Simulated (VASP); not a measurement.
# Ni (Fd-3m) in VASP: a series of runs

Ni is run at these levels: LDA; tasks: single point.

Program: VASP 6.6.1. These are calculated values, not measurements. Logs are shortened: lines on timing, memory, paths and dates and some standing lists are left out, and cuts for length are marked.

**1. The cell of the first run**

Symmetry: Fd-3m, No. 227, cubic system. Conventional cell: a = 4.936 Å, b = 4.936 Å, c = 4.936 Å, α = 90.00°, β = 90.00°, γ = 90.00°. Within 2.8 Å of Ni (site symmetry -43m) lie 4 Ni at 2.14 Å.

**2. Single point, LDA**

Input file INCAR:

```
SYSTEM = Ni
PREC     = Accurate       ! precision mode
ENCUT    = 520            ! plane-wave cutoff, eV
EDIFF    = 1E-6           ! SCF threshold, eV
ISMEAR   = -1             ! smearing method
SIGMA    = 0.1            ! smearing width, eV
LREAL    = .FALSE.        ! projectors in reciprocal space
LASPH    = .TRUE.         ! aspherical terms in the spheres
NELM     = 60             ! most SCF steps
ALGO     = Normal         ! electronic algorithm
ISIF     = 2              ! what is computed and relaxed
LWAVE    = .FALSE.        ! write WAVECAR
LCHARG   = .TRUE.         ! write CHGCAR
LELF     = .TRUE.         ! ELF
LVHAR    = .TRUE.       
NBANDS   = 17             ! bands
```

Input file KPOINTS:

```
regular mesh
0
G
  11 11 11
  0 0 0
```

Input file POSCAR:

```
Ni
1.0
    0.0000000000      2.4681546017      2.4681546017
    2.4681546017      0.0000000000      2.4681546017
    2.4681546017      2.4681546017      0.0000000000
Ni
2
Direct
    0.1250000000      0.1250000000      0.1250000000
    0.8750000000      0.8750000000      0.8750000000
```

Potentials or basis: VASP PAW LDA potentials, release 64 (Ni).

Run with:

```
cat potpaw_LDA.64/Ni/POTCAR > POTCAR
mpirun -np 1 vasp_std > vasp.out
```

OUTCAR:

```text
SYSTEM = Ni
   PREC = Accurate
   ENCUT = 520
   EDIFF = 1E-6
   ISMEAR = -1
   LREAL = .FALSE.
   LASPH = .TRUE.
   NELM = 60
   ISIF = 2

 ion  position               nearest neighbor table
   1  0.125  0.125  0.125-   2 2.14   2 2.14   2 2.14   2 2.14
   2  0.875  0.875  0.875-   1 2.14   1 2.14   1 2.14   1 2.14

  LATTYP: Found a face centered cubic cell.
 ALAT       =     4.9363092034

  Lattice vectors:

 A1 = (   0.0000000000,   2.4681546017,   2.4681546017)
 A2 = (   2.4681546017,   0.0000000000,   2.4681546017)
 A3 = (   2.4681546017,   2.4681546017,   0.0000000000)

Analysis of symmetry for initial positions (statically):
=====================================================================
 Subroutine PRICEL returns:
 Original cell was already a primitive cell.

 Routine SETGRP: Setting up the symmetry group for a
 face centered cubic supercell.

 Subroutine GETGRP returns: Found 48 space group operations
 (whereof 12 operations were pure point group operations)
 out of a pool of 48 trial point group operations.

The static configuration has the point symmetry D_3d.
 The point group associated with its full space group is O_h .

Analysis of symmetry for dynamics (positions and initial velocities):
=====================================================================
 Subroutine PRICEL returns:
 Original cell was already a primitive cell.

 Routine SETGRP: Setting up the symmetry group for a
 face centered cubic supercell.

 Subroutine GETGRP returns: Found 48 space group operations
 (whereof 12 operations were pure point group operations)
 out of a pool of 48 trial point group operations.

The dynamic configuration has the point symmetry D_3d.
 The point group associated with its full space group is O_h .

 Subroutine INISYM returns: Found 48 space group operations
 (whereof 12 operations are pure point group operations),
 and found     1 'primitive' translations

----------------------------------------------------------------------------------------

                                     Primitive cell

  volume of cell :      30.0709

  direct lattice vectors                    reciprocal lattice vectors
     0.000000000  2.468154602  2.468154602    -0.202580503  0.202580503  0.202580503
     2.468154602  0.000000000  2.468154602     0.202580503 -0.202580503  0.202580503
     2.468154602  2.468154602  0.000000000     0.202580503  0.202580503 -0.202580503

  length of vectors
[... 75 lines left out ...]
   ICHARG =      2    charge: 1-file 2-atom 10-const
   ISPIN  =      1    spin polarized calculation?
   LNONCOLLINEAR =      F non collinear calculations
   LSORBIT =      F    spin-orbit coupling
   LASPH  =      T    aspherical Exc in radial PAW
   ENCUT  =  520.0 eV  38.22 Ry    6.18 a.u.   6.49  6.49  6.49*2*pi/ulx,y,z
   NELM   =     60;   NELMIN=  2; NELMDL= -5     # of ELM steps
   EDIFF  = 0.1E-05   stopping-criterion for ELM
   LREAL  =      F    real-space projection
   EDIFFG = 0.1E-04   stopping-criterion for IOM
   NSW    =      0    number of steps for IOM
   IBRION =     -1    ionic relax: 0-MD 1-quasi-New 2-CG
   NFREE  =      0    steps in history (QN), initial steepest desc. (CG)
   ISIF   =      2    stress and relaxation
   ISYM   =      2    0-nonsym 1-usesym 2-fastsym
   POTIM  = 0.5000    time-step for ionic-motion
   TEBEG  =    0.0;   TEEND  =   0.0 temperature during run
   PSTRESS=    0.0 pullay stress
   NELECT =      20.0000    total number of electrons
   NUPDOWN=      -1.0000    fix difference up-down
   EMIN   =  10.00;   EMAX   =-10.00  energy-range for DOS
   EFERMI =   0.00;   METHOD = LEGACY
   ISMEAR =    -1;   SIGMA  =   0.10  broadening in eV -4-tet -1-fermi 0-gaus
   EFERMI_NEDOS =   21; number of points for ismear=-14 and -15
   IALGO  =     38    algorithm
   IMIX   =      4    mixing-type and parameters
     AMIX     =   0.40;   BMIX     =  1.00
     AMIX_MAG =   1.60;   BMIX_MAG =  1.00
  volume/ion in A,a.u.               =      15.04       101.46
  Fermi-wavevector in a.u.,A,eV,Ry     =   1.429012  2.700441 27.784112  2.042075
  Thomas-Fermi vector in A             =   2.549012
   LORBIT       =      0    0 simple, 1 ext, 2 COOP (PROOUT), +10 PAW based schemes
   GGA     = CA    functional components
   LHFCALC =     F    Hartree Fock is set to
   AEXX    =    0.0000 exact exchange contribution
   IVDW    =     0    specifies the selected vdW correction
   LEPSILON=     F    determine dielectric tensor
   LRPA    =     F    only Hartree local field effects (RPA)
 non-spin polarized calculation
  energy-cutoff  :      520.00
  volume of cell :       30.07
 maximum number of plane-waves:       869
 NGX is ok and might be reduce to    28
   NGX = 13   NGY = 13   NGZ = 13

 number of electron      20.0000020 magnetization

 Free energy of the ion-electron system (eV)
  ---------------------------------------------------
  ext. energy  EPLUGINS =         0.00000000
  ---------------------------------------------------
  free energy    TOTEN  =       -10.38303036 eV

  energy without entropy =      -10.18236844  energy(sigma->0) =      -10.28269940

 E-fermi :   5.1767     XC(G=0): -11.5000

 val. band max:        5.1730272939   @ k =   0.2727   0.0909   0.0000
 cond. band min:       5.1771785032   @ k =  -0.4545   0.3636   0.0000
 fundamental gap:      0.0041512094
 Fermi energy:         5.1767429821

 k-point     1 :       0.0000    0.0000    0.0000
  band No.  band energies     occupation
      1      -1.6974      2.00000
      2       2.2259      2.00000
      3       2.2259      2.00000
      4       2.3070      2.00000
      5       2.3070      2.00000
      6       2.3070      2.00000
[... 457 lines left out ...]
      4       2.2936      2.00000
      5       2.5475      2.00000
      6       2.9018      2.00000
[... 9 lines left out ...]
     16      20.0651      0.00000
     17      21.0637      0.00000

 [... further k-points ...]
[... 5 lines left out ...]
  --------------------------------------------------------------------------------------
  -------------------------------------------------------------------------------------
  Total       -0.0327040     -0.0327040     -0.0327040      0.0000000      0.0000000      0.0000000
  in kB       -1.7424645     -1.7424645     -1.7424645      0.0000000      0.0000000      0.0000000
  external PRESSURE =      -1.7424645 kB  Pullay stress =       0.0000000 kB

 VOLUME and BASIS-vectors are now :
 -----------------------------------------------------------------------------
  energy-cutoff  :      520.00
  volume of cell :       30.07
      direct lattice vectors                 reciprocal lattice vectors
     0.000000000  2.468154602  2.468154602    -0.202580503  0.202580503  0.202580503
     2.468154602  0.000000000  2.468154602     0.202580503 -0.202580503  0.202580503
     2.468154602  2.468154602  0.000000000     0.202580503  0.202580503 -0.202580503

 POSITION                                       TOTAL-FORCE (eV/Angst)
 -----------------------------------------------------------------------------------
      0.61704      0.61704      0.61704        -0.000000     -0.000000     -0.000000
      4.31927      4.31927      4.31927         0.000000      0.000000      0.000000
 -----------------------------------------------------------------------------------
    total drift:                                0.000000      0.000000     -0.000000

  FREE ENERGIE OF THE ION-ELECTRON SYSTEM (eV)
  ---------------------------------------------------
  free  energy   TOTEN  =       -10.3830303575 eV

  energy  without entropy=      -10.1823684417  energy(sigma->0) =      -10.28269940
```

Run time: 13 s. Hardware: 1 thread of Intel Xeon 6975P-C (Granite Rapids), shared host; peak memory 0.14 GiB.

What came out:

| Property | Result |
| --- | --- |
| Free energy | -10.3830 eV |
| Pressure | -0.2 GPa |
| Band gap on the k mesh | zero (band 10 reaches 5.27 eV, above the bottom of band 11 at 4.93 eV) |

Caveat: the run has no spin polarisation, though such a crystal can be magnetic.

**3. Single point, LDA (volume scaled by 0.88)**

Input file INCAR:

```
PREC = Accurate
ENCUT = 520
EDIFF = 1E-6
ISMEAR = -1
SIGMA = 0.1
LREAL = F
LASPH = T
NELM = 100
ALGO = Normal
ISIF = 2
LWAVE = F
LCHARG = F
NBANDS = 17
```

Input file KPOINTS:

```
regular mesh
0
Gamma
  12 12 12
```

Input file POSCAR:

```
Ni
1.0
    0.0000000000      2.3651929938      2.3651929938
    2.3651929938      0.0000000000      2.3651929938
    2.3651929938      2.3651929938      0.0000000000
Ni
2
Direct
    0.1250000000      0.1250000000      0.1250000000
    0.8750000000      0.8750000000      0.8750000000
```

Potentials or basis: VASP PAW LDA potentials, release 64 (Ni).

Run with:

```
cat potpaw_LDA.64/Ni/POTCAR > POTCAR
mpirun -np 1 vasp_std > vasp.out
```

It took 16 s on 1 thread of Intel Xeon 6975P-C (Granite Rapids), shared host; peak memory 0.15 GiB.

The run converged. Its results:

* Free energy: -10.1886 eV
* Pressure: 19.8 GPa
* Band gap on the k mesh: zero (band 10 reaches 6.80 eV, above the bottom of band 11 at 6.40 eV)

Levels at points of the mesh, in eV from the Fermi level:
| k point | band 8 | band 9 | band 10 | band 11 | band 12 | band 13 |
| --- | --- | --- | --- | --- | --- | --- |
| (0.00, 0.00, 0.00) | -1.47 | -1.47 | -0.07 | -0.07 | 14.03 | 14.03 |
| (0.50, 0.00, 0.00) | -0.98 | -0.98 | -0.29 | -0.29 | 1.23 | 10.19 |
| (0.50, 0.50, 0.00) | -1.76 | -0.11 | -0.11 | 1.68 | 1.68 | 5.04 |

Caveat: the run has no spin polarisation, though such a crystal can be magnetic. Spin polarisation is off, so any magnetic state and its effect on volume and gap are missing.
